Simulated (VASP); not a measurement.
# FeSi (P2_13) in VASP: relaxation of the atoms with PBEsol

Aim: the relaxation of the atoms of FeSi with PBEsol.

Program: VASP 6.6.1. These are calculated values, not measurements. Logs are shortened: lines on timing, memory, paths and dates and some standing lists are left out, and cuts for length are marked.

### Step 1. The cell of the first run

It takes space group P2_13 (No. 198, cubic). The conventional cell has a = 4.019 Å, b = 4.019 Å, c = 4.019 Å, α = 90.00°, β = 90.00°, γ = 90.00°. Within 2.8 Å of Fe (site symmetry 3) lie 7 Si at 2.08 to 2.21 Å and 6 Fe at 2.47 Å. Si (site symmetry 3) has 7 Fe at 2.08 to 2.21 Å and 6 Si at 2.49 Å within 2.8 Å.

### Step 2. Relaxation of the atoms, PBEsol (volume scaled by 0.760)

Contents of INCAR:

```
SYSTEM = FeSi
ALGO = Normal
EDIFF = 1E-6
EDIFFG = -0.01
ENCUT = 520
GGA = PS
IBRION = 2
ISIF = 2
ISMEAR = 0
LASPH = .TRUE.
LCHARG = .FALSE.
LREAL = .FALSE.
LWAVE = .FALSE.
NELM = 100
NSW = 60
PREC = Accurate
SIGMA = 0.05
```

Contents of KPOINTS:

```
k-points
0
G
  8 8 8
  0 0 0
```

Contents of POSCAR:

```
FeSi
1.0
    4.0185824206      0.0000000000      0.0000000000
    0.0000000000      4.0185824206      0.0000000000
    0.0000000000      0.0000000000      4.0185824206
Fe Si
4 4
Direct
    0.1431558387      0.1431558387      0.1431558387
    0.3568441613      0.8568441613      0.6431558387
    0.6431558387      0.3568441613      0.8568441613
    0.8568441613      0.6431558387      0.3568441613
    0.8439047954      0.8439047954      0.8439047954
    0.6560952046      0.1560952046      0.3439047954
    0.3439047954      0.6560952046      0.1560952046
    0.1560952046      0.3439047954      0.6560952046
```

Potentials or basis: VASP PAW PBE potentials, release 64 (Fe, Si).

Run with:

```
$ cat potpaw_PBE.64/Fe/POTCAR potpaw_PBE.64/Si/POTCAR > POTCAR
$ mpirun -np 1 vasp_std > vasp.out
```

OUTCAR:

```text
SYSTEM = FeSi
   EDIFF = 1E-6
   EDIFFG = -0.01
   ENCUT = 520
   GGA = PS
   IBRION = 2
   ISIF = 2
   ISMEAR = 0
   LASPH = .TRUE.
   LREAL = .FALSE.
   NELM = 100
   NSW = 60
   PREC = Accurate

 ion  position               nearest neighbor table
   1  0.143  0.143  0.143-   5 2.08   6 2.12   7 2.12   8 2.12   7 2.21   8 2.21   6 2.21   3 2.47
                             4 2.47   4 2.47   3 2.47   2 2.47   2 2.47
   2  0.357  0.857  0.643-   6 2.08   5 2.12   7 2.12   8 2.12   7 2.21   8 2.21   5 2.21   3 2.47
                             3 2.47   4 2.47   4 2.47   1 2.47   1 2.47
   3  0.643  0.357  0.857-   7 2.08   6 2.12   5 2.12   8 2.12   8 2.21   6 2.21   5 2.21   1 2.47
                             2 2.47   2 2.47   1 2.47   4 2.47   4 2.47
   4  0.857  0.643  0.357-   8 2.08   6 2.12   7 2.12   5 2.12   6 2.21   5 2.21   7 2.21   1 2.47
                             1 2.47   2 2.47   2 2.47   3 2.47   3 2.47
   5  0.844  0.844  0.844-   1 2.08   2 2.12   3 2.12   4 2.12   3 2.21   4 2.21   2 2.21   6 2.49
                             7 2.49   8 2.49   6 2.49   8 2.49   7 2.49
   6  0.656  0.156  0.344-   2 2.08   1 2.12   3 2.12   4 2.12   3 2.21   4 2.21   1 2.21   8 2.49
                             5 2.49   5 2.49   7 2.49   7 2.49   8 2.49
   7  0.344  0.656  0.156-   3 2.08   2 2.12   1 2.12   4 2.12   4 2.21   2 2.21   1 2.21   8 2.49
                             5 2.49   8 2.49   6 2.49   6 2.49   5 2.49
   8  0.156  0.344  0.656-   4 2.08   2 2.12   3 2.12   1 2.12   2 2.21   1 2.21   3 2.21   7 2.49
                             5 2.49   7 2.49   5 2.49   6 2.49   6 2.49

  LATTYP: Found a simple cubic cell.
 ALAT       =     4.0185824206

  Lattice vectors:

 A1 = (   4.0185824206,   0.0000000000,   0.0000000000)
 A2 = (   0.0000000000,   4.0185824206,   0.0000000000)
 A3 = (   0.0000000000,   0.0000000000,   4.0185824206)

Analysis of symmetry for initial positions (statically):
=====================================================================
 Subroutine PRICEL returns:
 Original cell was already a primitive cell.

 Routine SETGRP: Setting up the symmetry group for a
 simple cubic supercell.

 Subroutine GETGRP returns: Found 12 space group operations
 (whereof  3 operations were pure point group operations)
 out of a pool of 48 trial point group operations.

The static configuration has the point symmetry C_3 .
 The point group associated with its full space group is T   .

Analysis of symmetry for dynamics (positions and initial velocities):
=====================================================================
 Subroutine PRICEL returns:
 Original cell was already a primitive cell.

 Routine SETGRP: Setting up the symmetry group for a
 simple cubic supercell.

 Subroutine GETGRP returns: Found 12 space group operations
 (whereof  3 operations were pure point group operations)
 out of a pool of 48 trial point group operations.

The dynamic configuration has the point symmetry C_3 .
 The point group associated with its full space group is T   .

 Subroutine INISYM returns: Found 12 space group operations
 (whereof  3 operations are pure point group operations),
 and found     1 'primitive' translations

----------------------------------------------------------------------------------------

                                     Primitive cell

  volume of cell :      64.8961

  direct lattice vectors                    reciprocal lattice vectors
     4.018582421  0.000000000  0.000000000     0.248843969  0.000000000  0.000000000
     0.000000000  4.018582421  0.000000000     0.000000000  0.248843969  0.000000000
     0.000000000  0.000000000  4.018582421     0.000000000  0.000000000  0.248843969

  length of vectors
     4.018582421  4.018582421  4.018582421     0.248843969  0.248843969  0.248843969

  position of ions in fractional coordinates (direct lattice)
     0.143155839  0.143155839  0.143155839
     0.356844161  0.856844161  0.643155839
     0.643155839  0.356844161  0.856844161
     0.856844161  0.643155839  0.356844161
     0.843904795  0.843904795  0.843904795
     0.656095205  0.156095205  0.343904795
     0.343904795  0.656095205  0.156095205
     0.156095205  0.343904795  0.656095205

  ion indices of the primitive-cell ions
   primitive index   ion index
                 1           1
                 2           2
                 3           3
                 4           4
                 5           5
                 6           6
                 7           7
                 8           8

----------------------------------------------------------------------------------------

 KPOINTS: k-points

Automatic generation of k-mesh.
 Grid dimensions read from file:
 generate k-points for:    8    8    8

 Generating k-lattice:

  Cartesian coordinates                     Fractional coordinates (reciprocal lattice)
     0.031105496  0.000000000  0.000000000     0.125000000  0.000000000  0.000000000
     0.000000000  0.031105496  0.000000000     0.000000000  0.125000000  0.000000000
     0.000000000  0.000000000  0.031105496     0.000000000  0.000000000  0.125000000

  Length of vectors
     0.031105496  0.031105496  0.031105496

  Shift w.r.t. Gamma in fractional coordinates (k-lattice)
     0.000000000  0.000000000  0.000000000

 Subroutine IBZKPT returns following result:
 ===========================================

 Found     45 irreducible k-points:

 Following reciprocal coordinates:
            Coordinates               Weight
  0.000000  0.000000  0.000000      1.000000
  0.125000  0.000000  0.000000      6.000000
  0.250000  0.000000  0.000000      6.000000
  0.375000  0.000000  0.000000      6.000000
  0.500000  0.000000  0.000000      3.000000
  0.125000  0.125000  0.000000     12.000000
[... 16 lines left out ...]
  0.250000  0.125000  0.125000     24.000000
  0.375000  0.125000  0.125000     24.000000
 [... further k-points ...]
   k-points           NKPTS =     45   k-points in BZ     NKDIM =     45   number of bands    NBANDS=     29
   number of dos      NEDOS =    301   number of ions     NIONS =      8
   total plane-waves  NPLWV =  27000
   dimension x,y,z NGX =    30 NGY =   30 NGZ =   30
   dimension x,y,z NGXF=    60 NGYF=   60 NGZF=   60
   ions per type =               4   4
   NGX,Y,Z   is equivalent  to a cutoff of  12.41, 12.41, 12.41 a.u.
   NGXF,Y,Z  is equivalent  to a cutoff of  24.82, 24.82, 24.82 a.u.
 SYSTEM =  FeSi
   PREC   = accura    normal or accurate (medium, high low for compatibility)
   ISTART =      0    job   : 0-new  1-cont  2-samecut
   ICHARG =      2    charge: 1-file 2-atom 10-const
   ISPIN  =      1    spin polarized calculation?
   LNONCOLLINEAR =      F non collinear calculations
   LSORBIT =      F    spin-orbit coupling
   LASPH  =      T    aspherical Exc in radial PAW
   ENCUT  =  520.0 eV  38.22 Ry    6.18 a.u.   7.47  7.47  7.47*2*pi/ulx,y,z
   NELM   =    100;   NELMIN=  2; NELMDL= -5     # of ELM steps
   EDIFF  = 0.1E-05   stopping-criterion for ELM
   LREAL  =      F    real-space projection
   EDIFFG = -.1E-01   stopping-criterion for IOM
   NSW    =     60    number of steps for IOM
   IBRION =      2    ionic relax: 0-MD 1-quasi-New 2-CG
   NFREE  =      1    steps in history (QN), initial steepest desc. (CG)
   ISIF   =      2    stress and relaxation
   ISYM   =      2    0-nonsym 1-usesym 2-fastsym
   POTIM  = 0.5000    time-step for ionic-motion
   TEBEG  =    0.0;   TEEND  =   0.0 temperature during run
   PSTRESS=    0.0 pullay stress
   NELECT =      48.0000    total number of electrons
   NUPDOWN=      -1.0000    fix difference up-down
   EMIN   =  10.00;   EMAX   =-10.00  energy-range for DOS
   EFERMI =   0.00;   METHOD = LEGACY
   ISMEAR =     0;   SIGMA  =   0.05  broadening in eV -4-tet -1-fermi 0-gaus
   EFERMI_NEDOS =   21; number of points for ismear=-14 and -15
   IALGO  =     38    algorithm
   IMIX   =      4    mixing-type and parameters
     AMIX     =   0.40;   BMIX     =  1.00
     AMIX_MAG =   1.60;   BMIX_MAG =  1.00
  volume/ion in A,a.u.               =       8.11        54.74
  Fermi-wavevector in a.u.,A,eV,Ry     =   1.480525  2.797786 29.823342  2.191954
  Thomas-Fermi vector in A             =   2.594548
   LORBIT       =      0    0 simple, 1 ext, 2 COOP (PROOUT), +10 PAW based schemes
   GGA     = PS    functional components
   LHFCALC =     F    Hartree Fock is set to
   AEXX    =    0.0000 exact exchange contribution
   IVDW    =     0    specifies the selected vdW correction
   LEPSILON=     F    determine dielectric tensor
   LRPA    =     F    only Hartree local field effects (RPA)
 conjugate gradient relaxation of ions
 non-spin polarized calculation
 Gauss-broadening in eV      SIGMA  =   0.05
  energy-cutoff  :      520.00
  volume of cell :       64.90
 maximum number of plane-waves:      1775
 NGX is ok and might be reduce to    30
   NGX = 15   NGY = 15   NGZ = 15

--------------------------------------- Ionic step        1  -------------------------------------------

 number of electron      47.9999986 magnetization

 Free energy of the ion-electron system (eV)
  ---------------------------------------------------
  ext. energy  EPLUGINS =         0.00000000
  ---------------------------------------------------
  free energy    TOTEN  =       -57.56832677 eV

  energy without entropy =      -57.56782392  energy(sigma->0) =      -57.56807534

------------------------ aborting loop because EDIFF is reached ----------------------------------------

  FORCE on cell =-STRESS in cart. coord.  units (eV):
  Direction    XX          YY          ZZ          XY          YZ          ZX
  --------------------------------------------------------------------------------------
  -------------------------------------------------------------------------------------
  Total       50.6337086     50.6337086     50.6337086     -0.0000000      0.0000000      0.0000000
  in kB     1250.0623652   1250.0623652   1250.0623652     -0.0000000      0.0000000      0.0000000
  external PRESSURE =    1250.0623652 kB  Pullay stress =       0.0000000 kB
[... 69 lines left out ...]
  energy  without entropy=      -57.5705113200  energy(sigma->0) =      -57.57091491

--------------------------------------- Ionic step        3  -------------------------------------------

 number of electron      47.9999989 magnetization

 Free energy of the ion-electron system (eV)
  ---------------------------------------------------
  ext. energy  EPLUGINS =         0.00000000
  ---------------------------------------------------
  free energy    TOTEN  =       -57.57300567 eV

  energy without entropy =      -57.57232411  energy(sigma->0) =      -57.57266489

 E-fermi :  14.1605     XC(G=0): -14.4877

 val. band max:       14.1028673364   @ k =   0.5000   0.0000   0.0000
 cond. band min:      14.2299047832   @ k =   0.3750   0.1250   0.1250
 fundamental gap:      0.1270374467
 Fermi energy:        14.1604565936

 k-point     1 :       0.0000    0.0000    0.0000
  band No.  band energies     occupation
      1      -1.7291      2.00000
      2       4.5929      2.00000
      3       4.5929      2.00000
      4       4.5929      2.00000
      5       7.6136      2.00000
      6       7.6136      2.00000
[... 757 lines left out ...]
     28      17.3978      0.00000
     29      17.9401      0.00000

 [... further k-points ...]

------------------------ aborting loop because EDIFF is reached ----------------------------------------

  FORCE on cell =-STRESS in cart. coord.  units (eV):
  Direction    XX          YY          ZZ          XY          YZ          ZX
  --------------------------------------------------------------------------------------
  -------------------------------------------------------------------------------------
  Total       50.5043659     50.5043659     50.5043659      0.0000000     -0.0000000     -0.0000000
  in kB     1246.8691078   1246.8691078   1246.8691078      0.0000000     -0.0000000     -0.0000000
  external PRESSURE =    1246.8691078 kB  Pullay stress =       0.0000000 kB
[... 23 lines left out ...]
  FREE ENERGIE OF THE ION-ELECTRON SYSTEM (eV)
  ---------------------------------------------------
  free  energy   TOTEN  =       -57.5730056743 eV

  energy  without entropy=      -57.5723241130  energy(sigma->0) =      -57.57266489

 reached required accuracy - stopping structural energy minimisation
```

Run time: 4 min. Hardware: 1 thread of AMD EPYC 7R13, shared host; peak memory 0.18 GiB.

What came out:

```yaml
Free_energy: -57.5730 eV
Energy_gained_by_relaxing: 0.6 meV/atom
Ionic_steps: 3
Pressure_after_relaxing: 124.7 GPa
Largest_force_after_relaxing: 0.003 eV/Å
Band_gap_on_the_k_mesh: 0.13 eV, indirect (least direct gap 0.18 eV)
```

Forces on the atoms (eV/Å):
```
Fe   0.000  0.000  0.000
Fe   0.000  0.000  0.000
Fe   0.000  0.000  0.000
Fe   0.000  0.000  0.000
Si   0.002  0.002  0.002
Si  -0.002 -0.002  0.002
Si   0.002 -0.002 -0.002
Si  -0.002  0.002 -0.002
```

Step by step:
| step | energy change (eV) | largest force (eV/Å) | pressure (GPa) |
| --- | --- | --- | --- |
| 1 | 0.0000 | 0.2630 | 125.01 |
| 2 | -0.0030 | 0.1604 | 124.41 |
| 3 | -0.0047 | 0.0032 | 124.69 |

Final structure:
```xyz
8
Lattice="4.0186 0.0000 0.0000 0.0000 4.0186 0.0000 0.0000 0.0000 4.0186" Properties=species:S:1:pos:R:3 pbc="T T T"
Fe    0.5799    0.5799    0.5799
Fe    1.4294    3.4387    2.5892
Fe    2.5892    1.4294    3.4387
Fe    3.4387    2.5892    1.4294
Si    3.3929    3.3929    3.3929
Si    2.6350    0.6257    1.3836
Si    1.3836    2.6350    0.6257
Si    0.6257    1.3836    2.6350
```

Levels at points of the mesh, in eV from the valence-band top:
| k point | band 21 | band 22 | band 23 | band 24 | band 25 | band 26 | band 27 | band 28 |
| --- | --- | --- | --- | --- | --- | --- | --- | --- |
| (0.00, 0.00, 0.00) | -0.48 | -0.48 | -0.16 | -0.16 | 0.99 | 0.99 | 0.99 | 4.70 |
| (0.50, 0.00, 0.00) | -0.68 | -0.68 | 0.00 | 0.00 | 0.20 | 0.20 | 2.44 | 2.44 |
| (0.50, 0.50, 0.00) | -1.51 | -1.51 | -0.60 | -0.60 | 0.90 | 0.90 | 1.97 | 1.97 |
| (0.50, 0.50, 0.50) | -1.12 | -1.12 | -1.12 | -1.12 | 0.70 | 0.70 | 0.70 | 0.70 |

Caveat: the PAW data sets were made with another functional, which shifts forces and pressure a little. A k mesh can miss the band edges.
